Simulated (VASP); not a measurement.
# KBr (Fm-3m) in VASP: notebook

KBr is run at these levels: PBEsol, RPBE+D3(BJ), PBEsol+D3(BJ), PBEsol+D4; tasks: single point.

All numbers are computed with VASP 6.6.1; they aren't measurements. Logs are shortened: lines on timing, memory, paths and dates and some standing lists are left out, and cuts for length are marked.

**1. The cell of the first run**

It takes space group Fm-3m (No. 225, cubic). The conventional cell has a = 6.600 Å, b = 6.600 Å, c = 6.600 Å, α = 90.00°, β = 90.00°, γ = 90.00°. Within 4.3 Å of Br (site symmetry m-3m) lie 6 K at 3.30 Å. Within 4.3 Å of K (site symmetry m-3m) lie 6 Br at 3.30 Å.

**2. Single point, PBEsol**

INCAR

```
PREC = Accurate
ENCUT = 520
EDIFF = 1E-7
ISMEAR = -1
SIGMA = 0.05
LREAL = F
LASPH = T
NELM = 60
ALGO = Normal
ISIF = 2
LWAVE = F
LCHARG = F
GGA = PS
NBANDS = 15
```

KPOINTS

```
regular mesh
0
Gamma
  5 5 5
```

POSCAR

```
KBr
1.0
    0.0000000000      3.3000000000      3.3000000000
    3.3000000000      0.0000000000      3.3000000000
    3.3000000000      3.3000000000      0.0000000000
Br K
1 1
Direct
    0.5000000000      0.5000000000      0.5000000000
    0.0000000000      0.0000000000      0.0000000000
```

Potentials or basis: VASP PAW PBE potentials, release 64 (Br, K_sv).

On the command line:

```console
cat potpaw_PBE.64/Br/POTCAR potpaw_PBE.64/K_sv/POTCAR > POTCAR
mpirun -np 1 vasp_std > vasp.out
```

OUTCAR:

```text
PREC = Accurate
   ENCUT = 520
   EDIFF = 1E-7
   ISMEAR = -1
   LREAL = F
   LASPH = T
   NELM = 60
   ISIF = 2
   GGA = PS

 ion  position               nearest neighbor table
   1  0.500  0.500  0.500-   2 3.30   2 3.30   2 3.30   2 3.30   2 3.30   2 3.30
   2  0.000  0.000  0.000-   1 3.30   1 3.30   1 3.30   1 3.30   1 3.30   1 3.30

  LATTYP: Found a face centered cubic cell.
 ALAT       =     6.6000000000

  Lattice vectors:

 A1 = (   0.0000000000,   3.3000000000,   3.3000000000)
 A2 = (   3.3000000000,   0.0000000000,   3.3000000000)
 A3 = (   3.3000000000,   3.3000000000,   0.0000000000)

Analysis of symmetry for initial positions (statically):
=====================================================================
 Subroutine PRICEL returns:
 Original cell was already a primitive cell.

 Routine SETGRP: Setting up the symmetry group for a
 face centered cubic supercell.

 Subroutine GETGRP returns: Found 48 space group operations
 (whereof 48 operations were pure point group operations)
 out of a pool of 48 trial point group operations.

The static configuration has the point symmetry O_h .

Analysis of symmetry for dynamics (positions and initial velocities):
=====================================================================
 Subroutine PRICEL returns:
 Original cell was already a primitive cell.

 Routine SETGRP: Setting up the symmetry group for a
 face centered cubic supercell.

 Subroutine GETGRP returns: Found 48 space group operations
 (whereof 48 operations were pure point group operations)
 out of a pool of 48 trial point group operations.

The dynamic configuration has the point symmetry O_h .

 Subroutine INISYM returns: Found 48 space group operations
 (whereof 48 operations are pure point group operations),
 and found     1 'primitive' translations

----------------------------------------------------------------------------------------

                                     Primitive cell

  volume of cell :      71.8740

  direct lattice vectors                    reciprocal lattice vectors
     0.000000000  3.300000000  3.300000000    -0.151515152  0.151515152  0.151515152
     3.300000000  0.000000000  3.300000000     0.151515152 -0.151515152  0.151515152
     3.300000000  3.300000000  0.000000000     0.151515152  0.151515152 -0.151515152

  length of vectors
     4.666904756  4.666904756  4.666904756     0.262431941  0.262431941  0.262431941

  position of ions in fractional coordinates (direct lattice)
     0.500000000  0.500000000  0.500000000
     0.000000000  0.000000000  0.000000000
[... 72 lines left out ...]
   PSTRESS=    0.0 pullay stress
   NELECT =      16.0000    total number of electrons
   NUPDOWN=      -1.0000    fix difference up-down
   EMIN   =  10.00;   EMAX   =-10.00  energy-range for DOS
   EFERMI =   0.00;   METHOD = LEGACY
   ISMEAR =    -1;   SIGMA  =   0.05  broadening in eV -4-tet -1-fermi 0-gaus
   EFERMI_NEDOS =   21; number of points for ismear=-14 and -15
   IALGO  =     38    algorithm
   IMIX   =      4    mixing-type and parameters
     AMIX     =   0.40;   BMIX     =  1.00
     AMIX_MAG =   1.60;   BMIX_MAG =  1.00
  volume/ion in A,a.u.               =      35.94       242.51
  Fermi-wavevector in a.u.,A,eV,Ry     =   0.992181  1.874950 13.393889  0.984423
  Thomas-Fermi vector in A             =   2.123975
   LORBIT       =      0    0 simple, 1 ext, 2 COOP (PROOUT), +10 PAW based schemes
   GGA     = PS    functional components
   LHFCALC =     F    Hartree Fock is set to
   AEXX    =    0.0000 exact exchange contribution
   IVDW    =     0    specifies the selected vdW correction
   LEPSILON=     F    determine dielectric tensor
   LRPA    =     F    only Hartree local field effects (RPA)
 non-spin polarized calculation
  energy-cutoff  :      520.00
  volume of cell :       71.87
 maximum number of plane-waves:      1956
   NGX = 17   NGY = 17   NGZ = 17

 number of electron      15.9999997 magnetization

 Free energy of the ion-electron system (eV)
  ---------------------------------------------------
  ext. energy  EPLUGINS =         0.00000000
  ---------------------------------------------------
  free energy    TOTEN  =        -6.45876110 eV

  energy without entropy =       -6.45876110  energy(sigma->0) =       -6.45876110

 E-fermi :  -0.7074     XC(G=0):  -7.5453

 val. band max:       -1.8263012637   @ k =   0.0000   0.0000   0.0000
 cond. band min:       2.4525133676   @ k =   0.0000   0.0000   0.0000
 fundamental gap:      4.2788146313
 Fermi energy:        -0.7073763502

 k-point     1 :       0.0000    0.0000    0.0000
  band No.  band energies     occupation
      1     -29.4386      2.00000
      2     -14.1325      2.00000
      3     -12.9812      2.00000
      4     -12.9812      2.00000
      5     -12.9812      2.00000
      6      -1.8263      2.00000
      7      -1.8263      2.00000
      8      -1.8263      2.00000
      9       2.4525      0.00000
     10       5.7024      0.00000
     11       5.7024      0.00000
     12       5.7024      0.00000
     13       6.5406      0.00000
     14       6.5406      0.00000
[... 149 lines left out ...]
      2     -14.1506      2.00000
      3     -13.0340      2.00000
      4     -13.0265      2.00000
      5     -12.8847      2.00000
      6      -2.6385      2.00000
      7      -2.3129      2.00000
      8      -2.2549      2.00000
      9       5.0289      0.00000
     10       5.6152      0.00000
     11       6.4844      0.00000
     12       7.5334      0.00000
     13       8.3566      0.00000
     14       8.4812      0.00000
     15       9.3172      0.00000

------------------------ aborting loop because EDIFF is reached ----------------------------------------

  FORCE on cell =-STRESS in cart. coord.  units (eV):
  Direction    XX          YY          ZZ          XY          YZ          ZX
  --------------------------------------------------------------------------------------
  -------------------------------------------------------------------------------------
  Total       -0.1281570     -0.1281570     -0.1281570      0.0000000     -0.0000000     -0.0000000
  in kB       -2.8568089     -2.8568089     -2.8568089      0.0000000     -0.0000000     -0.0000000
  external PRESSURE =      -2.8568089 kB  Pullay stress =       0.0000000 kB

 VOLUME and BASIS-vectors are now :
 -----------------------------------------------------------------------------
  energy-cutoff  :      520.00
  volume of cell :       71.87
      direct lattice vectors                 reciprocal lattice vectors
     0.000000000  3.300000000  3.300000000    -0.151515152  0.151515152  0.151515152
     3.300000000  0.000000000  3.300000000     0.151515152 -0.151515152  0.151515152
     3.300000000  3.300000000  0.000000000     0.151515152  0.151515152 -0.151515152

 POSITION                                       TOTAL-FORCE (eV/Angst)
 -----------------------------------------------------------------------------------
      3.30000      3.30000      3.30000         0.000000      0.000000      0.000000
      0.00000      0.00000      0.00000        -0.000000      0.000000     -0.000000
 -----------------------------------------------------------------------------------
    total drift:                                0.000000      0.000000      0.000000

  FREE ENERGIE OF THE ION-ELECTRON SYSTEM (eV)
  ---------------------------------------------------
  free  energy   TOTEN  =        -6.4587611002 eV

  energy  without entropy=       -6.4587611001  energy(sigma->0) =       -6.45876110
```

OSZICAR:

```text
N       E                     dE             d eps       ncg     rms          rms(c)
DAV:   1     0.102793877819E+03    0.10279E+03   -0.69227E+03   300   0.940E+02
DAV:   2    -0.264015329901E+00   -0.10306E+03   -0.95220E+02   377   0.233E+02
DAV:   3    -0.637049430656E+01   -0.61065E+01   -0.60772E+01   398   0.505E+01
DAV:   4    -0.662237271081E+01   -0.25188E+00   -0.25181E+00   431   0.869E+00
DAV:   5    -0.662448812723E+01   -0.21154E-02   -0.21154E-02   419   0.872E-01    0.304E+00
DAV:   6    -0.646352107194E+01    0.16097E+00   -0.19842E-01   377   0.225E+00    0.225E+00
DAV:   7    -0.645076102314E+01    0.12760E-01   -0.89232E-02   405   0.164E+00    0.109E+00
DAV:   8    -0.645800487053E+01   -0.72438E-02   -0.10256E-02   364   0.758E-01    0.148E-01
DAV:   9    -0.645838403741E+01   -0.37917E-03   -0.45359E-04   391   0.127E-01    0.785E-02
DAV:  10    -0.645875413245E+01   -0.37010E-03   -0.41834E-04   335   0.112E-01    0.250E-02
DAV:  11    -0.645875838448E+01   -0.42520E-05   -0.17357E-05   454   0.203E-02    0.542E-03
DAV:  12    -0.645876089997E+01   -0.25155E-05   -0.24391E-06   335   0.102E-02    0.749E-03
DAV:  13    -0.645876102100E+01   -0.12104E-06   -0.56946E-07   391   0.364E-03    0.655E-04
DAV:  14    -0.645876110015E+01   -0.79151E-07   -0.92552E-08   295   0.182E-03
   1 F= -.64587611E+01 E0= -.64587611E+01  d E =-.220708E-10
```

Run time: 12 s. Hardware: 1 thread of AMD EPYC 9R45 (Zen 5), shared host; peak memory 0.17 GiB.

What came out:

```yaml
Free_energy: -6.4588 eV
Pressure: -0.3 GPa
Band_gap_on_the_k_mesh: 4.28 eV, direct
```

Caveat: the PAW data sets were made with another functional, which shifts forces and pressure a little.

(Part 1 of 2 ends here.)
